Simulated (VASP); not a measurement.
# Tm3F (Pmn2_1) in VASP: single point with PBE

Aim: the single point of Tm3F with PBE.

Program: VASP 6.6.1. These are calculated values, not measurements. Logs are shortened: lines on timing, memory, paths and dates and some standing lists are left out, and cuts for length are marked.

**1. The cell of the first run**

The typed cell holds 8 atoms: a = 3.520 Å, b = 3.534 Å, c = 16.920 Å, α = 90.00°, β = 90.00°, γ = 90.00°.

**2. Single point, PBE**

Contents of INCAR:

```
PREC = Accurate
ENCUT = 600
EDIFF = 1E-6
ISMEAR = 0
SIGMA = 0.1
LREAL = False
LASPH = True
NELM = 200
ALGO = Normal
ISIF = 2
LWAVE = False
LCHARG = False
GGA = PE
NBANDS = 44
GGA_COMPAT = False
LMAXMIX = 6
```

Contents of KPOINTS:

```
regular mesh
0
Gamma
  10 10 4
```

Contents of POSCAR:

```
Tm3F
1.0
    3.5203654946      0.0000000000      0.0000000000
    0.0000000000      3.5340428935      0.0000000000
    0.0000000000      0.0000000000     16.9204758371
Tm F
6 2
Direct
    0.5000000000      0.5004024932      0.2527877309
    0.0000000000      0.4995975068      0.7527877309
    0.0000000000      0.0003961345      0.3985011905
    0.5000000000      0.9996038655      0.8985011905
    0.0000000000      0.0003693181      0.1147817446
    0.5000000000      0.9996306819      0.6147817446
    0.0000000000      0.9998506288      0.9837376162
    0.5000000000      0.0001493712      0.4837376162
```

Potentials or basis: VASP PAW PBE potentials, release 64 (Tm_3, F), 4f in core.

Launch:

```sh
$ cat potpaw_PBE.64/Tm_3/POTCAR potpaw_PBE.64/F/POTCAR > POTCAR
$ mpirun -np 1 vasp_std > vasp.out
```

OUTCAR:

```text
PREC = Accurate
   ENCUT = 600
   EDIFF = 1E-6
   ISMEAR = 0
   LREAL = False
   LASPH = True
   NELM = 200
   ISIF = 2
   GGA = PE

 ion  position               nearest neighbor table
   1  0.500  0.500  0.253-   5 3.42   5 3.42   5 3.42   5 3.42   3 3.51   3 3.51   3 3.51   3 3.51

   2  0.000  0.500  0.753-   6 3.42   6 3.42   6 3.42   6 3.42   4 3.51   4 3.51   4 3.51   4 3.51

   3  0.000  0.000  0.399-   8 2.28   8 2.28   1 3.51   1 3.51   1 3.51   1 3.51
   4  0.500  1.000  0.899-   7 2.28   7 2.28   2 3.51   2 3.51   2 3.51   2 3.51
   5  0.000  0.000  0.115-   7 2.22   1 3.42   1 3.42   1 3.42   1 3.42
   6  0.500  1.000  0.615-   8 2.22   2 3.42   2 3.42   2 3.42   2 3.42
   7  0.000  1.000  0.984-   5 2.22   4 2.28   4 2.28
   8  0.500  0.000  0.484-   6 2.22   3 2.28   3 2.28

  LATTYP: Found a simple orthorhombic cell.
 ALAT       =     3.5203654946
 B/A-ratio  =     1.0038852213
 C/A-ratio  =     4.8064542909

  Lattice vectors:

 A1 = (   3.5203654946,   0.0000000000,   0.0000000000)
 A2 = (   0.0000000000,   3.5340428935,   0.0000000000)
 A3 = (   0.0000000000,   0.0000000000,  16.9204758371)

Analysis of symmetry for initial positions (statically):
=====================================================================
 Subroutine PRICEL returns:
 Original cell was already a primitive cell.

 Routine SETGRP: Setting up the symmetry group for a
 simple orthorhombic supercell.

 Subroutine GETGRP returns: Found  4 space group operations
 (whereof  2 operations were pure point group operations)
 out of a pool of  8 trial point group operations.

The static configuration has the point symmetry C_1h.
 The point group associated with its full space group is C_2v.

Analysis of symmetry for dynamics (positions and initial velocities):
=====================================================================
 Subroutine PRICEL returns:
 Original cell was already a primitive cell.

 Routine SETGRP: Setting up the symmetry group for a
 simple orthorhombic supercell.

 Subroutine GETGRP returns: Found  4 space group operations
 (whereof  2 operations were pure point group operations)
 out of a pool of  8 trial point group operations.

The dynamic configuration has the point symmetry C_1h.
 The point group associated with its full space group is C_2v.

 Subroutine INISYM returns: Found  4 space group operations
 (whereof  2 operations are pure point group operations),
 and found     1 'primitive' translations

----------------------------------------------------------------------------------------

                                     Primitive cell

  volume of cell :     210.5097

  direct lattice vectors                    reciprocal lattice vectors
     3.520365495  0.000000000  0.000000000     0.284061414  0.000000000  0.000000000
     0.000000000  3.534042894  0.000000000     0.000000000  0.282962044  0.000000000
     0.000000000  0.000000000 16.920475837     0.000000000  0.000000000  0.059099993

  length of vectors
     3.520365495  3.534042894 16.920475837     0.284061414  0.282962044  0.059099993

  position of ions in fractional coordinates (direct lattice)
     0.500000000  0.500402493  0.252787731
     0.000000000  0.499597507  0.752787731
     0.000000000  0.000396135  0.398501190
     0.500000000  0.999603865  0.898501190
     0.000000000  0.000369318  0.114781745
     0.500000000  0.999630682  0.614781745
     0.000000000  0.999850629  0.983737616
     0.500000000  0.000149371  0.483737616

  ion indices of the primitive-cell ions
   primitive index   ion index
                 1           1
                 2           2
                 3           3
                 4           4
                 5           5
                 6           6
                 7           7
                 8           8

----------------------------------------------------------------------------------------

 KPOINTS: regular mesh

Automatic generation of k-mesh.
 Grid dimensions read from file:
 generate k-points for:   10   10    4

 Generating k-lattice:

  Cartesian coordinates                     Fractional coordinates (reciprocal lattice)
     0.028406141  0.000000000  0.000000000     0.100000000  0.000000000  0.000000000
     0.000000000  0.028296204  0.000000000     0.000000000  0.100000000  0.000000000
     0.000000000  0.000000000  0.014774998     0.000000000  0.000000000  0.250000000

  Length of vectors
     0.028406141  0.028296204  0.014774998

  Shift w.r.t. Gamma in fractional coordinates (k-lattice)
     0.000000000  0.000000000  0.000000000

 Subroutine IBZKPT returns following result:
 ===========================================

 Found    108 irreducible k-points:

 Following reciprocal coordinates:
            Coordinates               Weight
  0.000000  0.000000  0.000000      1.000000
  0.100000  0.000000  0.000000      2.000000
  0.200000  0.000000  0.000000      2.000000
  0.300000  0.000000  0.000000      2.000000
  0.400000  0.000000  0.000000      2.000000
  0.500000  0.000000  0.000000      1.000000
[... 16 lines left out ...]
  0.400000  0.300000  0.000000      4.000000
  0.500000  0.300000  0.000000      2.000000
 [... further k-points ...]
   k-points           NKPTS =    108   k-points in BZ     NKDIM =    108   number of bands    NBANDS=     44
   number of dos      NEDOS =    301   number of ions     NIONS =      8
   total plane-waves  NPLWV = 109760
   dimension x,y,z NGX =    28 NGY =   28 NGZ =  140
   dimension x,y,z NGXF=    56 NGYF=   56 NGZF=  280
   ions per type =               6   2
   NGX,Y,Z   is equivalent  to a cutoff of  13.22, 13.17, 13.76 a.u.
   NGXF,Y,Z  is equivalent  to a cutoff of  26.45, 26.34, 27.51 a.u.
 SYSTEM =  unknown system
   PREC   = accura    normal or accurate (medium, high low for compatibility)
   ISTART =      0    job   : 0-new  1-cont  2-samecut
   ICHARG =      2    charge: 1-file 2-atom 10-const
   ISPIN  =      1    spin polarized calculation?
   LNONCOLLINEAR =      F non collinear calculations
   LSORBIT =      F    spin-orbit coupling
   LASPH  =      T    aspherical Exc in radial PAW
   ENCUT  =  600.0 eV  44.10 Ry    6.64 a.u.   7.03  7.06 33.79*2*pi/ulx,y,z
   NELM   =    200;   NELMIN=  2; NELMDL= -5     # of ELM steps
   EDIFF  = 0.1E-05   stopping-criterion for ELM
   LREAL  =      F    real-space projection
   EDIFFG = 0.1E-04   stopping-criterion for IOM
   NSW    =      0    number of steps for IOM
   IBRION =     -1    ionic relax: 0-MD 1-quasi-New 2-CG
   NFREE  =      0    steps in history (QN), initial steepest desc. (CG)
   ISIF   =      2    stress and relaxation
   ISYM   =      2    0-nonsym 1-usesym 2-fastsym
   POTIM  = 0.5000    time-step for ionic-motion
   TEBEG  =    0.0;   TEEND  =   0.0 temperature during run
   PSTRESS=    0.0 pullay stress
   NELECT =      68.0000    total number of electrons
   NUPDOWN=      -1.0000    fix difference up-down
   EMIN   =  10.00;   EMAX   =-10.00  energy-range for DOS
   EFERMI =   0.00;   METHOD = LEGACY
   ISMEAR =     0;   SIGMA  =   0.10  broadening in eV -4-tet -1-fermi 0-gaus
   EFERMI_NEDOS =   21; number of points for ismear=-14 and -15
   IALGO  =     38    algorithm
   IMIX   =      4    mixing-type and parameters
     AMIX     =   0.40;   BMIX     =  1.00
     AMIX_MAG =   1.60;   BMIX_MAG =  1.00
  volume/ion in A,a.u.               =      26.31       177.57
  Fermi-wavevector in a.u.,A,eV,Ry     =   1.123278  2.122687 17.167185  1.261753
  Thomas-Fermi vector in A             =   2.259943
   LORBIT       =      0    0 simple, 1 ext, 2 COOP (PROOUT), +10 PAW based schemes
   GGA     = PE    functional components
   LHFCALC =     F    Hartree Fock is set to
   AEXX    =    0.0000 exact exchange contribution
   IVDW    =     0    specifies the selected vdW correction
   LEPSILON=     F    determine dielectric tensor
   LRPA    =     F    only Hartree local field effects (RPA)
 non-spin polarized calculation
 Gauss-broadening in eV      SIGMA  =   0.10
  energy-cutoff  :      600.00
  volume of cell :      210.51
 maximum number of plane-waves:      7080
   NGX = 15   NGY = 15   NGZ = 67

 number of electron      68.0000014 magnetization

 Free energy of the ion-electron system (eV)
  ---------------------------------------------------
  ext. energy  EPLUGINS =         0.00000000
  ---------------------------------------------------
  free energy    TOTEN  =       -39.74687832 eV

  energy without entropy =      -39.69996763  energy(sigma->0) =      -39.72342297

 E-fermi :   2.9497     XC(G=0):  -9.5409

 val. band max:        2.9469857580   @ k =   0.3000   0.4000   0.2500
 cond. band min:       2.9501368756   @ k =   0.3000   0.4000   0.5000
 fundamental gap:      0.0031511176
 Fermi energy:         2.9497266945

 k-point     1 :       0.0000    0.0000    0.0000
  band No.  band energies     occupation
      1     -24.5277      2.00000
      2     -24.5253      2.00000
      3     -23.2316      2.00000
      4     -23.2314      2.00000
      5     -23.1897      2.00000
      6     -23.1651      2.00000
[... 36 lines left out ...]
     43       5.3871      0.00000
     44       5.3950      0.00000

 k-point     2 :       0.1000    0.0000    0.0000
  band No.  band energies     occupation
      1     -24.5372      2.00000
      2     -24.5361      2.00000
      3     -23.2816      2.00000
      4     -23.2777      2.00000
      5     -23.1676      2.00000
      6     -23.1572      2.00000
[... 36 lines left out ...]
     43       5.3249      0.00000
     44       5.3253      0.00000

 k-point     3 :       0.2000    0.0000    0.0000
  band No.  band energies     occupation
      1     -24.5718      2.00000
      2     -24.5703      2.00000
      3     -23.3479      2.00000
      4     -23.3476      2.00000
      5     -23.1609      2.00000
      6     -23.1553      2.00000
[... 976 lines left out ...]
     43       4.8168      0.00000
     44       4.9083      0.00000

 k-point    24 :       0.5000    0.3000    0.0000
  band No.  band energies     occupation
      1     -24.6846      2.00000
      2     -24.6846      2.00000
      3     -23.3228      2.00000
      4     -23.3228      2.00000
      5     -23.2686      2.00000
      6     -23.2686      2.00000
[... 36 lines left out ...]
     43       4.9019      0.00000
     44       4.9019      0.00000

 [... further k-points ...]

------------------------ aborting loop because EDIFF is reached ----------------------------------------

  FORCE on cell =-STRESS in cart. coord.  units (eV):
  Direction    XX          YY          ZZ          XY          YZ          ZX
  --------------------------------------------------------------------------------------
  -------------------------------------------------------------------------------------
  Total        0.7883378      0.4164819      1.0158765      0.0000000      0.0000000      0.0000000
  in kB        5.9999935      3.1698200      7.7317773      0.0000000      0.0000000      0.0000000
  external PRESSURE =       5.6338636 kB  Pullay stress =       0.0000000 kB

 VOLUME and BASIS-vectors are now :
 -----------------------------------------------------------------------------
  energy-cutoff  :      600.00
  volume of cell :      210.51
      direct lattice vectors                 reciprocal lattice vectors
     3.520365495  0.000000000  0.000000000     0.284061414  0.000000000  0.000000000
     0.000000000  3.534042894  0.000000000     0.000000000  0.282962044  0.000000000
     0.000000000  0.000000000 16.920475837     0.000000000  0.000000000  0.059099993

 POSITION                                       TOTAL-FORCE (eV/Angst)
 -----------------------------------------------------------------------------------
      1.76018      1.76844      4.27729         0.000000     -0.000121      0.006161
      0.00000      1.76560     12.73753         0.000000      0.000121      0.006161
      0.00000      0.00140      6.74283         0.000000     -0.000455     -0.027066
      1.76018      3.53264     15.20307         0.000000      0.000455     -0.027066
      0.00000      0.00131      1.94216         0.000000      0.000057      0.051848
      1.76018      3.53274     10.40240         0.000000     -0.000057      0.051848
      0.00000      3.53352     16.64531         0.000000     -0.000289     -0.030943
      1.76018      0.00053      8.18507         0.000000      0.000289     -0.030943
 -----------------------------------------------------------------------------------
    total drift:                               -0.000000      0.000000     -0.000348

  FREE ENERGIE OF THE ION-ELECTRON SYSTEM (eV)
  ---------------------------------------------------
  free  energy   TOTEN  =       -39.7468783154 eV

  energy  without entropy=      -39.6999676282  energy(sigma->0) =      -39.72342297
```

Run time: 17 min. Hardware: 1 thread of Intel Xeon Platinum 8488C (Sapphire Rapids), shared host; peak memory 0.95 GiB.

Results:

- Free energy: -39.7469 eV
- Pressure: 0.6 GPa
- Largest force: 0.052 eV/Å
- Band gap on the k mesh: zero (bands 34 and 35 overlap by 0.78 eV)

Forces in eV/Å, atoms in the order of the input:
```
Tm   0.000  0.000  0.006
Tm   0.000  0.000  0.006
Tm   0.000  0.000 -0.027
Tm   0.000  0.000 -0.027
Tm   0.000  0.000  0.052
Tm   0.000  0.000  0.052
F    0.000  0.000 -0.031
F    0.000  0.000 -0.031
```

Caveat: spin-orbit coupling is left out, which moves the levels of the heavy elements; the 4f electrons are frozen in the core, so they carry no moment and show no levels; the run has no spin polarisation, though such a crystal can be magnetic.
